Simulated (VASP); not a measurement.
# AgPt3 (Pm-3m) in VASP: a series of runs

The runs below take AgPt3 through single point, with LDA.

All numbers are computed with VASP 6.6.1; they aren't measurements. Logs are shortened: lines on timing, memory, paths and dates and some standing lists are left out, and cuts for length are marked.

## (1) The cell of the first run

It takes space group Pm-3m (No. 221, cubic). The conventional cell has a = 3.913 Å, b = 3.913 Å, c = 3.913 Å, α = 90.00°, β = 90.00°, γ = 90.00°. Within 3.6 Å of Ag (site symmetry m-3m) lie 12 Pt at 2.77 Å. Within 3.6 Å of Pt (site symmetry 4/mmm) lie 4 Ag at 2.77 Å and 8 Pt at 2.77 Å.

## (2) Single point, LDA (volume scaled by 1.01)

INCAR reads:

```
PREC = Accurate
ENCUT = 520
EDIFF = 1E-7
ISMEAR = -1
SIGMA = 0.08
LREAL = F
LASPH = T
NELM = 60
ALGO = Normal
ISIF = 2
LWAVE = F
LCHARG = F
GGA = CA
NBANDS = 28
```

KPOINTS reads:

```
regular mesh
0
Gamma
  9 9 9
```

POSCAR reads:

```
AgPt3
1.0
    3.9129569058      0.0000000000      0.0000000000
    0.0000000000      3.9129569058      0.0000000000
    0.0000000000      0.0000000000      3.9129569058
Ag Pt
1 3
Direct
    0.0000000000      0.0000000000      0.0000000000
    0.0000000000      0.5000000000      0.5000000000
    0.5000000000      0.0000000000      0.5000000000
    0.5000000000      0.5000000000      0.0000000000
```

Potentials or basis: VASP PAW LDA potentials, release 64 (Ag, Pt).

Started as:

```bash
cat potpaw_LDA.64/Ag/POTCAR potpaw_LDA.64/Pt/POTCAR > POTCAR
mpirun -np 1 vasp_std > vasp.out
```

OUTCAR:

```text
PREC = Accurate
   ENCUT = 520
   EDIFF = 1E-7
   ISMEAR = -1
   LREAL = F
   LASPH = T
   NELM = 60
   ISIF = 2
   GGA = CA

 ion  position               nearest neighbor table
   1  0.000  0.000  0.000-   2 2.77   3 2.77   4 2.77   2 2.77   3 2.77   2 2.77   4 2.77   2 2.77
                             3 2.77   4 2.77   3 2.77   4 2.77
   2  0.000  0.500  0.500-   1 2.77   3 2.77   4 2.77   1 2.77   4 2.77   1 2.77   3 2.77   1 2.77
                             3 2.77   4 2.77   4 2.77   3 2.77
   3  0.500  0.000  0.500-   1 2.77   2 2.77   4 2.77   1 2.77   4 2.77   2 2.77   4 2.77   4 2.77
                             1 2.77   2 2.77   1 2.77   2 2.77
   4  0.500  0.500  0.000-   1 2.77   2 2.77   3 2.77   2 2.77   3 2.77   1 2.77   3 2.77   3 2.77
                             1 2.77   2 2.77   2 2.77   1 2.77

  LATTYP: Found a simple cubic cell.
 ALAT       =     3.9129569058

  Lattice vectors:

 A1 = (   3.9129569058,   0.0000000000,   0.0000000000)
 A2 = (   0.0000000000,   3.9129569058,   0.0000000000)
 A3 = (   0.0000000000,   0.0000000000,   3.9129569058)

Analysis of symmetry for initial positions (statically):
=====================================================================
 Subroutine PRICEL returns:
 Original cell was already a primitive cell.

 Routine SETGRP: Setting up the symmetry group for a
 simple cubic supercell.

 Subroutine GETGRP returns: Found 48 space group operations
 (whereof 48 operations were pure point group operations)
 out of a pool of 48 trial point group operations.

The static configuration has the point symmetry O_h .

Analysis of symmetry for dynamics (positions and initial velocities):
=====================================================================
 Subroutine PRICEL returns:
 Original cell was already a primitive cell.

 Routine SETGRP: Setting up the symmetry group for a
 simple cubic supercell.

 Subroutine GETGRP returns: Found 48 space group operations
 (whereof 48 operations were pure point group operations)
 out of a pool of 48 trial point group operations.

The dynamic configuration has the point symmetry O_h .

 Subroutine INISYM returns: Found 48 space group operations
 (whereof 48 operations are pure point group operations),
 and found     1 'primitive' translations

----------------------------------------------------------------------------------------

                                     Primitive cell

  volume of cell :      59.9122

  direct lattice vectors                    reciprocal lattice vectors
[... 88 lines left out ...]
   LASPH  =      T    aspherical Exc in radial PAW
   ENCUT  =  520.0 eV  38.22 Ry    6.18 a.u.   7.28  7.28  7.28*2*pi/ulx,y,z
   NELM   =     60;   NELMIN=  2; NELMDL= -5     # of ELM steps
   EDIFF  = 0.1E-06   stopping-criterion for ELM
   LREAL  =      F    real-space projection
   EDIFFG = 0.1E-05   stopping-criterion for IOM
   NSW    =      0    number of steps for IOM
   IBRION =     -1    ionic relax: 0-MD 1-quasi-New 2-CG
   NFREE  =      0    steps in history (QN), initial steepest desc. (CG)
   ISIF   =      2    stress and relaxation
   ISYM   =      2    0-nonsym 1-usesym 2-fastsym
   POTIM  = 0.5000    time-step for ionic-motion
   TEBEG  =    0.0;   TEEND  =   0.0 temperature during run
   PSTRESS=    0.0 pullay stress
   NELECT =      41.0000    total number of electrons
   NUPDOWN=      -1.0000    fix difference up-down
   EMIN   =  10.00;   EMAX   =-10.00  energy-range for DOS
   EFERMI =   0.00;   METHOD = LEGACY
   ISMEAR =    -1;   SIGMA  =   0.08  broadening in eV -4-tet -1-fermi 0-gaus
   EFERMI_NEDOS =   21; number of points for ismear=-14 and -15
   IALGO  =     38    algorithm
   IMIX   =      4    mixing-type and parameters
     AMIX     =   0.40;   BMIX     =  1.00
     AMIX_MAG =   1.60;   BMIX_MAG =  1.00
  volume/ion in A,a.u.               =      14.98       101.08
  Fermi-wavevector in a.u.,A,eV,Ry     =   1.442661  2.726235 28.317420  2.081272
  Thomas-Fermi vector in A             =   2.561156
   LORBIT       =      0    0 simple, 1 ext, 2 COOP (PROOUT), +10 PAW based schemes
   GGA     = CA    functional components
   LHFCALC =     F    Hartree Fock is set to
   AEXX    =    0.0000 exact exchange contribution
   IVDW    =     0    specifies the selected vdW correction
   LEPSILON=     F    determine dielectric tensor
   LRPA    =     F    only Hartree local field effects (RPA)
 non-spin polarized calculation
  energy-cutoff  :      520.00
  volume of cell :       59.91
 maximum number of plane-waves:      1631
 NGX is ok and might be reduce to    30
   NGX = 15   NGY = 15   NGZ = 15

 number of electron      41.0000015 magnetization

 Free energy of the ion-electron system (eV)
  ---------------------------------------------------
  ext. energy  EPLUGINS =         0.00000000
  ---------------------------------------------------
  free energy    TOTEN  =       -26.25438317 eV

  energy without entropy =      -26.18360531  energy(sigma->0) =      -26.21899424

 E-fermi :  10.6798     XC(G=0): -13.6359

 val. band max:       10.6332204852   @ k =   0.4444   0.3333   0.2222
 cond. band min:      10.6865345342   @ k =   0.4444   0.2222   0.1111
 fundamental gap:      0.0533140490
 Fermi energy:        10.6797922204

 k-point     1 :       0.0000    0.0000    0.0000
  band No.  band energies     occupation
      1       0.9839      2.00000
      2       3.7203      2.00000
      3       3.7203      2.00000
      4       3.9018      2.00000
      5       4.1366      2.00000
      6       4.1366      2.00000
[... 733 lines left out ...]
     27      21.4967      0.00000
     28      22.6203      0.00000

 [... further k-points ...]
[... 5 lines left out ...]
  --------------------------------------------------------------------------------------
  -------------------------------------------------------------------------------------
  Total        0.0863290      0.0863290      0.0863290     -0.0000000      0.0000000     -0.0000000
  in kB        2.3086183      2.3086183      2.3086183     -0.0000000      0.0000000     -0.0000000
  external PRESSURE =       2.3086183 kB  Pullay stress =       0.0000000 kB

 VOLUME and BASIS-vectors are now :
 -----------------------------------------------------------------------------
  energy-cutoff  :      520.00
  volume of cell :       59.91
      direct lattice vectors                 reciprocal lattice vectors
     3.912956906  0.000000000  0.000000000     0.255561210  0.000000000  0.000000000
     0.000000000  3.912956906  0.000000000     0.000000000  0.255561210  0.000000000
     0.000000000  0.000000000  3.912956906     0.000000000  0.000000000  0.255561210

 POSITION                                       TOTAL-FORCE (eV/Angst)
 -----------------------------------------------------------------------------------
      0.00000      0.00000      0.00000         0.000000      0.000000      0.000000
      0.00000      1.95648      1.95648         0.000000      0.000000      0.000000
      1.95648      0.00000      1.95648         0.000000      0.000000      0.000000
      1.95648      1.95648      0.00000         0.000000      0.000000      0.000000
 -----------------------------------------------------------------------------------
    total drift:                                0.000000      0.000000     -0.000000

  FREE ENERGIE OF THE ION-ELECTRON SYSTEM (eV)
  ---------------------------------------------------
  free  energy   TOTEN  =       -26.2543831737 eV

  energy  without entropy=      -26.1836053100  energy(sigma->0) =      -26.21899424
```

stdout:

```text
POSCAR found type information on POSCAR AgPt
 POSCAR found :  2 types and       4 ions
 scaLAPACK will be used
 LDA part: xc-table for (Slater(with rela. corr.)+CA(PZ))
 , standard interpolation
 POSCAR, INCAR and KPOINTS ok, starting setup
 FFT: planning ... GRIDC
 FFT: planning ... GRID_SOFT
 FFT: planning ... GRID
 WAVECAR not read
 entering main loop
```

Wall time 27 s (1 thread of Intel Xeon 6975P-C (Granite Rapids), shared host); peak memory 0.18 GiB.

What came out:

```
Free energy : -26.2544 eV
Pressure    : 0.2 GPa
```

Caveat: spin-orbit coupling is left out, which moves the levels of the heavy elements.

## (3) Single point, LDA (volume scaled by 1.04)

INCAR reads:

```
PREC = Accurate ; ENCUT = 520
EDIFF = 1E-6 ; ISMEAR = -1
SIGMA = 0.08 ; LREAL = False
LASPH = True ; NELM = 80
ALGO = Normal ; ISIF = 2
LWAVE = False ; LCHARG = False
GGA = CA ; NBANDS = 28
```

KPOINTS is that of step 2.

POSCAR reads:

```
AgPt3
1.0
    3.9513216749      0.0000000000      0.0000000000
    0.0000000000      3.9513216749      0.0000000000
    0.0000000000      0.0000000000      3.9513216749
Ag Pt
1 3
Direct
    0.0000000000      0.0000000000      0.0000000000
    0.0000000000      0.5000000000      0.5000000000
    0.5000000000      0.0000000000      0.5000000000
    0.5000000000      0.5000000000      0.0000000000
```

Potentials or basis: VASP PAW LDA potentials, release 64 (Ag, Pt).

Started as:

```bash
cat potpaw_LDA.64/Ag/POTCAR potpaw_LDA.64/Pt/POTCAR > POTCAR
mpirun -np 1 vasp_std > vasp.out
```

OUTCAR:

```text
PREC = Accurate
   ENCUT = 520
   EDIFF = 1E-6
   ISMEAR = -1
   LREAL = False
   LASPH = True
   NELM = 80
   ISIF = 2
   GGA = CA

 ion  position               nearest neighbor table
   1  0.000  0.000  0.000-   2 2.79   3 2.79   4 2.79   2 2.79   3 2.79   2 2.79   4 2.79   2 2.79
                             3 2.79   4 2.79   3 2.79   4 2.79
   2  0.000  0.500  0.500-   1 2.79   3 2.79   4 2.79   1 2.79   4 2.79   1 2.79   3 2.79   1 2.79
                             3 2.79   4 2.79   4 2.79   3 2.79
   3  0.500  0.000  0.500-   1 2.79   2 2.79   4 2.79   1 2.79   4 2.79   2 2.79   4 2.79   4 2.79
[... 948 lines left out ...]
  --------------------------------------------------------------------------------------
  -------------------------------------------------------------------------------------
  Total       -2.6291337     -2.6291337     -2.6291337     -0.0000000     -0.0000000     -0.0000000
  in kB      -68.2804072    -68.2804072    -68.2804072     -0.0000000     -0.0000000     -0.0000000
  external PRESSURE =     -68.2804072 kB  Pullay stress =       0.0000000 kB

 VOLUME and BASIS-vectors are now :
 -----------------------------------------------------------------------------
  energy-cutoff  :      520.00
  volume of cell :       61.69
      direct lattice vectors                 reciprocal lattice vectors
     3.951321675  0.000000000  0.000000000     0.253079876  0.000000000  0.000000000
     0.000000000  3.951321675  0.000000000     0.000000000  0.253079876  0.000000000
     0.000000000  0.000000000  3.951321675     0.000000000  0.000000000  0.253079876

 POSITION                                       TOTAL-FORCE (eV/Angst)
 -----------------------------------------------------------------------------------
      0.00000      0.00000      0.00000         0.000000      0.000000      0.000000
      0.00000      1.97566      1.97566         0.000000      0.000000      0.000000
      1.97566      0.00000      1.97566         0.000000      0.000000      0.000000
      1.97566      1.97566      0.00000         0.000000      0.000000      0.000000
 -----------------------------------------------------------------------------------
    total drift:                                0.000000      0.000000     -0.000000

  FREE ENERGIE OF THE ION-ELECTRON SYSTEM (eV)
  ---------------------------------------------------
  free  energy   TOTEN  =       -26.2179480466 eV

  energy  without entropy=      -26.1437965795  energy(sigma->0) =      -26.18087231
```

OSZICAR:

```text
N       E                     dE             d eps       ncg     rms          rms(c)
DAV:   1     0.260362828437E+03    0.26036E+03   -0.20699E+04  1968   0.140E+03
DAV:   2    -0.197384446734E+02   -0.28010E+03   -0.26940E+03  2172   0.324E+02
DAV:   3    -0.277598470324E+02   -0.80214E+01   -0.78968E+01  2156   0.553E+01
DAV:   4    -0.278196403245E+02   -0.59793E-01   -0.59767E-01  2084   0.487E+00
DAV:   5    -0.278202333783E+02   -0.59305E-03   -0.59305E-03  2108   0.531E-01    0.218E+01
DAV:   6    -0.263562891168E+02    0.14639E+01   -0.32886E+00  2040   0.161E+01    0.118E+01
DAV:   7    -0.262462003909E+02    0.11009E+00   -0.45985E-01  2068   0.614E+00    0.449E+00
DAV:   8    -0.262235178376E+02    0.22683E-01   -0.91050E-02  2048   0.493E+00    0.198E+00
DAV:   9    -0.262180712941E+02    0.54465E-02   -0.17356E-02  2052   0.164E+00    0.163E-01
DAV:  10    -0.262179526422E+02    0.11865E-03   -0.89236E-04  2056   0.393E-01    0.848E-02
DAV:  11    -0.262179483427E+02    0.42996E-05   -0.14023E-04  2056   0.148E-01    0.137E-02
DAV:  12    -0.262179483177E+02    0.25027E-07   -0.10728E-05  2116   0.255E-02    0.732E-03
DAV:  13    -0.262179480466E+02    0.27103E-06   -0.10879E-06  1076   0.855E-03
   1 F= -.26217948E+02 E0= -.26180872E+02  d E =-.741515E-01
```

stdout:

```text
POSCAR found type information on POSCAR AgPt
 POSCAR found :  2 types and       4 ions
 scaLAPACK will be used
 LDA part: xc-table for (Slater(with rela. corr.)+CA(PZ))
 , standard interpolation
 POSCAR, INCAR and KPOINTS ok, starting setup
 FFT: planning ... GRIDC
 FFT: planning ... GRID_SOFT
 FFT: planning ... GRID
 WAVECAR not read
 entering main loop
```

It took 21 s on 1 thread of Intel Xeon 6975P-C (Granite Rapids), shared host; peak memory 0.18 GiB.

Results:

| Property | Result |
| --- | --- |
| Free energy | -26.2179 eV |
| Pressure | -6.8 GPa |

Caveat: spin-orbit coupling is left out, which moves the levels of the heavy elements.
